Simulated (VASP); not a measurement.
The system is C, a sheet with vacuum.

```xyz
7
Lattice="4.9121 0.0000 0.0000 -2.4561 4.2540 0.0000 0.0000 0.0000 15.0000" Properties=species:S:1:pos:R:3 pbc="T T T"
C    -1.2280    3.5450    7.4732
C     2.4561    1.4180    7.4732
C     1.2280    3.5450    7.4732
C     1.2280    0.7090    7.5268
C     0.0000    2.8360    7.5268
C     3.6841    0.7090    7.5268
C     2.4561    2.8360    7.5268
```

Base run:

| Item | Value |
| --- | --- |
| Program | VASP 6.6.1 |
| Functional | PBE |
| Potentials or basis | VASP PAW PBE potentials, release 64 (C) |
| Cutoff | 520 eV |
| k mesh | 6 × 6 × 1 |
| Occupations | gaussian, width 0.1 eV |
| Spin | no spin polarisation |

Its results: largest force 1.674 eV/Å.

Question: The run is repeated on the same cell with these changes: spin from no spin polarisation to collinear spin; further incar settings from ALGO = Normal; EDIFF = 1e-06; NBANDS = 23; NELMDL = -8 to ALGO = Normal; EDIFF = 1e-06; NBANDS = 27; NELMDL = -8. What comes out?

Answer: Net moment 1.06 μB per cell; site moments C -0.05, +0.17, +0.20 (each value once) μB; largest force 1.768 eV/Å.
